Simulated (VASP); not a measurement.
# Ca2B3 (P-3m1) in VASP: notebook

Runs on Ca2B3. Level: PBE. Tasks: single point, relaxation of cell and atoms.

Everything below comes from runs of VASP 6.6.1. Logs are shortened: lines on timing, memory, paths and dates and some standing lists are left out, and cuts for length are marked.

### Step 1. The cell of the first run

Symmetry: P-3m1, No. 164, trigonal system. Conventional cell: a = 3.262 Å, b = 3.262 Å, c = 8.651 Å, α = 90.00°, β = 90.00°, γ = 120.00°. Ca (site symmetry 3m) has 7 B at 2.56 to 3.04 Å and 6 Ca at 3.26 Å within 3.4 Å. Within 3.5 Å of B (site symmetry -3m) lie 6 Ca at 2.64 Å and 6 B at 3.26 Å. Within 2.6 Å of B (site symmetry 3m) lie 3 B at 1.89 Å and 1 Ca at 2.56 Å.

### Step 2. Single point, PBE

The input, INCAR:

```
ALGO     = Normal         # electronic algorithm
EDIFF    = 1E-6           # SCF threshold, eV
ENCUT    = 520            # plane-wave cutoff, eV
GGA      = PE             # functional
ISIF     = 2              # what is computed and relaxed
ISMEAR   = 0              # smearing method
LASPH    = T              # aspherical terms in the spheres
LCHARG   = F              # write CHGCAR
LREAL    = F              # projectors in reciprocal space
LWAVE    = F              # write WAVECAR
NBANDS   = 22             # bands
NELM     = 80             # most SCF steps
PREC     = Accurate       # precision mode
SIGMA    = 0.1            # smearing width, eV
```

The input, KPOINTS:

```
k-points
0
Gamma
  12 12 6
```

The input, POSCAR:

```
Ca2B3
1.0
    3.2615901250      0.0000000000      0.0000000000
   -1.6307950625      2.8246199050      0.0000000000
    0.0000000000      0.0000000000      8.6512995264
Ca B
2 3
Direct
    0.3333333333      0.6666666667      0.2142771748
    0.6666666667      0.3333333333      0.7857228252
    0.0000000000      0.0000000000      0.0000000000
    0.3333333333      0.6666666667      0.5099187266
    0.6666666667      0.3333333333      0.4900812734
```

Potentials or basis: VASP PAW PBE potentials, release 64 (Ca_sv, B).

On the command line:

```bash
cat potpaw_PBE.64/Ca_sv/POTCAR potpaw_PBE.64/B/POTCAR > POTCAR
mpirun -np 1 vasp_std > vasp.out
```

OUTCAR:

```text
EDIFF = 1E-6
   ENCUT = 520
   GGA = PE
   ISIF = 2
   ISMEAR = 0
   LASPH = T
   LREAL = F
   NELM = 80
   PREC = Accurate

 ion  position               nearest neighbor table
   1  0.333  0.667  0.214-   4 2.56   3 2.64   3 2.64   3 2.64
   2  0.667  0.333  0.786-   5 2.56   3 2.64   3 2.64   3 2.64
   3  0.000  0.000  0.000-   1 2.64   2 2.64   2 2.64   1 2.64   2 2.64   1 2.64
   4  0.333  0.667  0.510-   5 1.89   5 1.89   5 1.89   1 2.56
   5  0.667  0.333  0.490-   4 1.89   4 1.89   4 1.89   2 2.56

  LATTYP: Found a hexagonal cell.
 ALAT       =     3.2615901250
 C/A-ratio  =     2.6524790654

  Lattice vectors:

 A1 = (   3.2615901250,   0.0000000000,   0.0000000000)
 A2 = (  -1.6307950625,   2.8246199050,   0.0000000000)
 A3 = (   0.0000000000,   0.0000000000,   8.6512995264)

Analysis of symmetry for initial positions (statically):
=====================================================================
 Subroutine PRICEL returns:
 Original cell was already a primitive cell.

 Routine SETGRP: Setting up the symmetry group for a
 hexagonal supercell.

 Subroutine GETGRP returns: Found 12 space group operations
 (whereof 12 operations were pure point group operations)
 out of a pool of 24 trial point group operations.

The static configuration has the point symmetry D_3d.

Analysis of symmetry for dynamics (positions and initial velocities):
=====================================================================
 Subroutine PRICEL returns:
 Original cell was already a primitive cell.

 Routine SETGRP: Setting up the symmetry group for a
 hexagonal supercell.

 Subroutine GETGRP returns: Found 12 space group operations
 (whereof 12 operations were pure point group operations)
 out of a pool of 24 trial point group operations.

The dynamic configuration has the point symmetry D_3d.

 Subroutine INISYM returns: Found 12 space group operations
 (whereof 12 operations are pure point group operations),
 and found     1 'primitive' translations

----------------------------------------------------------------------------------------

                                     Primitive cell

  volume of cell :      79.7023

  direct lattice vectors                    reciprocal lattice vectors
     3.261590125  0.000000000  0.000000000     0.306598917  0.177014967  0.000000000
    -1.630795063  2.824619905  0.000000000     0.000000000  0.354029935  0.000000000
     0.000000000  0.000000000  8.651299526     0.000000000  0.000000000  0.115589571

  length of vectors
     3.261590125  3.261590125  8.651299526     0.354029935  0.354029935  0.115589571

  position of ions in fractional coordinates (direct lattice)
     0.333333333  0.666666667  0.214277175
     0.666666667  0.333333333  0.785722825
     0.000000000  0.000000000  0.000000000
     0.333333333  0.666666667  0.509918727
     0.666666667  0.333333333  0.490081273

  ion indices of the primitive-cell ions
   primitive index   ion index
                 1           1
                 2           2
                 3           3
                 4           4
                 5           5

----------------------------------------------------------------------------------------

 KPOINTS: k-points

Automatic generation of k-mesh.
 Grid dimensions read from file:
 generate k-points for:   12   12    6

 Generating k-lattice:

  Cartesian coordinates                     Fractional coordinates (reciprocal lattice)
     0.025549910  0.014751247  0.000000000     0.083333333  0.000000000  0.000000000
     0.000000000  0.029502495  0.000000000     0.000000000  0.083333333  0.000000000
     0.000000000  0.000000000  0.019264928     0.000000000  0.000000000  0.166666667

  Length of vectors
     0.029502495  0.029502495  0.019264928

  Shift w.r.t. Gamma in fractional coordinates (k-lattice)
     0.000000000  0.000000000  0.000000000

 Subroutine IBZKPT returns following result:
 ===========================================

 Found    100 irreducible k-points:

 Following reciprocal coordinates:
            Coordinates               Weight
  0.000000  0.000000  0.000000      1.000000
  0.083333  0.000000  0.000000      6.000000
  0.166667 -0.000000  0.000000      6.000000
  0.250000 -0.000000  0.000000      6.000000
  0.333333 -0.000000  0.000000      6.000000
  0.416667 -0.000000  0.000000      6.000000
[... 16 lines left out ...]
  0.166667 -0.000000  0.166667      6.000000
  0.000000  0.166667  0.166667      6.000000
 [... further k-points ...]
   k-points           NKPTS =    100   k-points in BZ     NKDIM =    100   number of bands    NBANDS=     22
   number of dos      NEDOS =    301   number of ions     NIONS =      5
   total plane-waves  NPLWV =  36864
   dimension x,y,z NGX =    24 NGY =   24 NGZ =   64
   dimension x,y,z NGXF=    48 NGYF=   48 NGZF=  128
   ions per type =               2   3
   NGX,Y,Z   is equivalent  to a cutoff of  12.23, 12.23, 12.30 a.u.
   NGXF,Y,Z  is equivalent  to a cutoff of  24.47, 24.47, 24.60 a.u.
 SYSTEM =  unknown system
   PREC   = accura    normal or accurate (medium, high low for compatibility)
   ISTART =      0    job   : 0-new  1-cont  2-samecut
   ICHARG =      2    charge: 1-file 2-atom 10-const
   ISPIN  =      1    spin polarized calculation?
   LNONCOLLINEAR =      F non collinear calculations
   LSORBIT =      F    spin-orbit coupling
   LASPH  =      T    aspherical Exc in radial PAW
   ENCUT  =  520.0 eV  38.22 Ry    6.18 a.u.   6.06  6.06 16.09*2*pi/ulx,y,z
   NELM   =     80;   NELMIN=  2; NELMDL= -5     # of ELM steps
   EDIFF  = 0.1E-05   stopping-criterion for ELM
   LREAL  =      F    real-space projection
   EDIFFG = 0.1E-04   stopping-criterion for IOM
   NSW    =      0    number of steps for IOM
   IBRION =     -1    ionic relax: 0-MD 1-quasi-New 2-CG
   NFREE  =      0    steps in history (QN), initial steepest desc. (CG)
   ISIF   =      2    stress and relaxation
   ISYM   =      2    0-nonsym 1-usesym 2-fastsym
   POTIM  = 0.5000    time-step for ionic-motion
   TEBEG  =    0.0;   TEEND  =   0.0 temperature during run
   PSTRESS=    0.0 pullay stress
   NELECT =      29.0000    total number of electrons
   NUPDOWN=      -1.0000    fix difference up-down
   EMIN   =  10.00;   EMAX   =-10.00  energy-range for DOS
   EFERMI =   0.00;   METHOD = LEGACY
   ISMEAR =     0;   SIGMA  =   0.10  broadening in eV -4-tet -1-fermi 0-gaus
   EFERMI_NEDOS =   21; number of points for ismear=-14 and -15
   IALGO  =     38    algorithm
   IMIX   =      4    mixing-type and parameters
     AMIX     =   0.40;   BMIX     =  1.00
     AMIX_MAG =   1.60;   BMIX_MAG =  1.00
  volume/ion in A,a.u.               =      15.94       107.57
  Fermi-wavevector in a.u.,A,eV,Ry     =   1.168738  2.208595 18.584865  1.365949
  Thomas-Fermi vector in A             =   2.305221
   LORBIT       =      0    0 simple, 1 ext, 2 COOP (PROOUT), +10 PAW based schemes
   GGA     = PE    functional components
   LHFCALC =     F    Hartree Fock is set to
   AEXX    =    0.0000 exact exchange contribution
   IVDW    =     0    specifies the selected vdW correction
   LEPSILON=     F    determine dielectric tensor
   LRPA    =     F    only Hartree local field effects (RPA)
 non-spin polarized calculation
 Gauss-broadening in eV      SIGMA  =   0.10
  energy-cutoff  :      520.00
  volume of cell :       79.70
 maximum number of plane-waves:      2178
   NGX = 13   NGY = 13   NGZ = 33

 number of electron      28.9999996 magnetization

 Free energy of the ion-electron system (eV)
  ---------------------------------------------------
  ext. energy  EPLUGINS =         0.00000000
  ---------------------------------------------------
  free energy    TOTEN  =       -20.74135621 eV

  energy without entropy =      -20.73036608  energy(sigma->0) =      -20.73586114

 E-fermi :   3.4339     XC(G=0):  -9.8652

 val. band max:        3.4257298977   @ k =   0.3333   0.2500   0.3333
 cond. band min:       3.4343742875   @ k =  -0.0833   0.5000   0.3333
 fundamental gap:      0.0086443898
 Fermi energy:         3.4338633602

 k-point     1 :       0.0000    0.0000    0.0000
  band No.  band energies     occupation
      1     -36.7654      2.00000
      2     -36.7612      2.00000
      3     -17.8273      2.00000
      4     -17.7362      2.00000
      5     -17.5726      2.00000
      6     -17.5726      2.00000
[... 14 lines left out ...]
     21       8.3545      0.00000
     22       8.3545      0.00000

 k-point     2 :       0.0833    0.0000    0.0000
  band No.  band energies     occupation
      1     -36.7590      2.00000
      2     -36.7550      2.00000
      3     -17.8174      2.00000
      4     -17.7290      2.00000
      5     -17.6187      2.00000
      6     -17.6163      2.00000
[... 14 lines left out ...]
     21       8.1367      0.00000
     22       8.3847      0.00000

 k-point     3 :       0.1667   -0.0000    0.0000
  band No.  band energies     occupation
      1     -36.7415      2.00000
      2     -36.7378      2.00000
      3     -17.7929      2.00000
      4     -17.7415      2.00000
      5     -17.7367      2.00000
      6     -17.7093      2.00000
[... 14 lines left out ...]
     21       7.8981      0.00000
     22       8.5093      0.00000

 k-point     4 :       0.2500   -0.0000    0.0000
  band No.  band energies     occupation
      1     -36.7174      2.00000
      2     -36.7143      2.00000
      3     -17.9102      2.00000
      4     -17.9030      2.00000
      5     -17.7471      2.00000
      6     -17.6831      2.00000
[... 14 lines left out ...]
     21       8.5319      0.00000
     22       8.5602      0.00000

 k-point     5 :       0.3333   -0.0000    0.0000
  band No.  band energies     occupation
      1     -36.6931      2.00000
      2     -36.6907      2.00000
      3     -18.0702      2.00000
      4     -18.0617      2.00000
      5     -17.7070      2.00000
      6     -17.6841      2.00000
[... 14 lines left out ...]
     21       8.5978      0.00000
     22       8.7435      0.00000

 k-point     6 :       0.4167   -0.0000    0.0000
  band No.  band energies     occupation
      1     -36.6751      2.00000
      2     -36.6734      2.00000
      3     -18.1849      2.00000
      4     -18.1754      2.00000
      5     -17.7106      2.00000
      6     -17.7026      2.00000
[... 14 lines left out ...]
     21       8.6267      0.00000
     22       8.7759      0.00000

 k-point     7 :       0.5000   -0.0000    0.0000
  band No.  band energies     occupation
      1     -36.6685      2.00000
      2     -36.6671      2.00000
      3     -18.2264      2.00000
      4     -18.2165      2.00000
      5     -17.7202      2.00000
      6     -17.7119      2.00000
[... 324 lines left out ...]
      6     -17.5726      2.00000
[... 14 lines left out ...]
     21       8.3907      0.00000
     22       8.3907      0.00000

 k-point    21 :       0.0833    0.0000    0.1667
  band No.  band energies     occupation
      1     -36.7589      2.00000
      2     -36.7550      2.00000
      3     -17.8149      2.00000
      4     -17.7316      2.00000
      5     -17.6186      2.00000
      6     -17.6163      2.00000
[... 14 lines left out ...]
     21       8.1360      0.00000
     22       8.4055      0.00000

 k-point    22 :       0.0000    0.0833    0.1667
  band No.  band energies     occupation
      1     -36.7589      2.00000
      2     -36.7550      2.00000
      3     -17.8149      2.00000
      4     -17.7316      2.00000
      5     -17.6187      2.00000
      6     -17.6163      2.00000
[... 14 lines left out ...]
     21       8.1673      0.00000
     22       8.3744      0.00000

 k-point    23 :       0.1667   -0.0000    0.1667
  band No.  band energies     occupation
      1     -36.7414      2.00000
      2     -36.7378      2.00000
      3     -17.7909      2.00000
      4     -17.7418      2.00000
      5     -17.7366      2.00000
      6     -17.7112      2.00000
[... 14 lines left out ...]
     21       7.9301      0.00000
     22       8.4376      0.00000

 k-point    24 :       0.0000    0.1667    0.1667
  band No.  band energies     occupation
      1     -36.7414      2.00000
      2     -36.7378      2.00000
      3     -17.7912      2.00000
      4     -17.7412      2.00000
      5     -17.7364      2.00000
      6     -17.7117      2.00000
[... 14 lines left out ...]
     21       7.8584      0.00000
     22       8.4804      0.00000

 [... further k-points ...]
[... 5 lines left out ...]
  --------------------------------------------------------------------------------------
  -------------------------------------------------------------------------------------
  Total        0.0548645      0.0548645      0.1146531      0.0000000      0.0000000      0.0000000
  in kB        1.1028883      1.1028883      2.3047597      0.0000000      0.0000000      0.0000000
  external PRESSURE =       1.5035121 kB  Pullay stress =       0.0000000 kB

 VOLUME and BASIS-vectors are now :
 -----------------------------------------------------------------------------
  energy-cutoff  :      520.00
  volume of cell :       79.70
      direct lattice vectors                 reciprocal lattice vectors
     3.261590125  0.000000000  0.000000000     0.306598917  0.177014967  0.000000000
    -1.630795063  2.824619905  0.000000000     0.000000000  0.354029935  0.000000000
     0.000000000  0.000000000  8.651299526     0.000000000  0.000000000  0.115589571

 POSITION                                       TOTAL-FORCE (eV/Angst)
 -----------------------------------------------------------------------------------
     -0.00000      1.88308      1.85378        -0.000000      0.000000     -0.000099
      1.63080      0.94154      6.79752         0.000000     -0.000000      0.000099
      0.00000      0.00000      0.00000        -0.000000      0.000000      0.000000
     -0.00000      1.88308      4.41146        -0.000000      0.000000      0.004687
      1.63080      0.94154      4.23984         0.000000      0.000000     -0.004687
 -----------------------------------------------------------------------------------
    total drift:                                0.000000     -0.000000      0.000000

  FREE ENERGIE OF THE ION-ELECTRON SYSTEM (eV)
  ---------------------------------------------------
  free  energy   TOTEN  =       -20.7413562083 eV

  energy  without entropy=      -20.7303660798  energy(sigma->0) =      -20.73586114
```

Wall time 2.9 min (1 thread of Intel Xeon 8259CL, shared host); peak memory 0.29 GiB.

Results:

- Free energy: -20.7414 eV
- Pressure: 0.2 GPa
- Largest force: 0.005 eV/Å
- Band gap on the k mesh: zero (an odd number of electrons rules out a gap without spin polarisation)

Forces in eV/Å, atoms in the order of the input:
```
Ca   0.000  0.000  0.000
Ca   0.000  0.000  0.000
B    0.000  0.000  0.000
B    0.000  0.000  0.005
B    0.000  0.000 -0.005
```

Stress tensor (GPa, compression positive):
```
0.11 0.00 0.00
0.00 0.11 0.00
0.00 0.00 0.23
```

(Part 1 of 2 ends here.)
